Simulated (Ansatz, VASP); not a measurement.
BaTiO3: VASP beside Ansatz

```
CELL_PARAMETERS angstrom
3.91421 0.00000 0.00000
0.00000 3.91421 0.00000
0.00000 0.00000 4.05553
ATOMIC_POSITIONS crystal
Ba 0.00000 0.00000 0.00000
Ti 0.50000 0.50000 0.50000
O 0.50000 0.50000 0.00000
O 0.50000 0.00000 0.50000
O 0.00000 0.50000 0.50000
```

Change from the starting cell: epitaxial_xy strain -2.0%.

Alike in both runs: task single point; functional r2SCAN; k mesh 6 × 6 × 6; no spin polarisation.

|  | VASP | Ansatz |
| --- | --- | --- |
| version | VASP 6.6.1 | Ansatz 0.2.0 |
| potentials or method | VASP PAW PBE potentials, release 64 (Ba_sv, Ti_sv, O) | plane waves, PAW |
| plane-wave cutoff (eV) | 520 | 500 |
| occupations | gaussian, width 0.01 eV | fixed |
| valence electrons in the cell | 40 | 40 |

|  | VASP | Ansatz | Ansatz less VASP |
| --- | --- | --- | --- |
| gap on the k mesh at the Fermi level (eV) | 2.13 | 2.16 | +0.023 |
| pressure (GPa) | 7.3 | 5.1 | -2.19 |
| traceless stress, the component that is largest in VASP (GPa) | -5.36 | -5.16 | +0.197 |

VASP's potentials were made for PBE, not for r2SCAN.

Neither program's run includes spin-orbit coupling.
